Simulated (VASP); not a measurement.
MgO, 2 atoms in the cell. It takes space group Pm (No. 6, monoclinic). The conventional cell has a = 2.938 Å, b = 2.680 Å, c = 2.938 Å, α = 90.00°, β = 120.00°, γ = 90.00°. Within 2.8 Å of Mg (site symmetry m) lie 6 O at 2.14 to 2.18 Å and 2 Mg at 2.68 Å. Within 2.8 Å of O (site symmetry m) lie 6 Mg at 2.14 to 2.18 Å and 2 O at 2.68 Å. 

```yaml
Program: VASP 6.6.1
Task: single point
Functional: r2SCAN
Potentials_or_basis: VASP PAW PBE potentials, release 64 (Mg, O)
Cutoff: 520 eV
k_mesh: 14 × 14 × 14
Occupations: gaussian, width 0.1 eV
Spin: no spin polarisation
Dipole_correction: no
Further_INCAR_settings: ALGO = Normal; EDIFF = 1e-06; NBANDS = 11
```

Potentials or basis: VASP PAW PBE potentials, release 64 (Mg, O).

Run with:

```sh
$ cat potpaw_PBE.64/Mg/POTCAR potpaw_PBE.64/O/POTCAR > POTCAR
$ cp INCAR.step1 INCAR
$ mpirun -np 1 vasp_std > vasp.out
$ cp INCAR.step2 INCAR
$ mpirun -np 1 vasp_std > vasp.out
```

Hardware: 1 thread of Intel(R) Xeon(R) Platinum 8259CL CPU @ 2.50GHz (Skylake/Cascade Lake), on a shared host.

Question: Estimate the wall time of this run.

Answer: Run time: 4.7 min on 1 thread of Intel(R) Xeon(R) Platinum 8259CL CPU @ 2.50GHz (Skylake/Cascade Lake) (shared host), peak memory 0.3 GiB. Counts: k points 800.
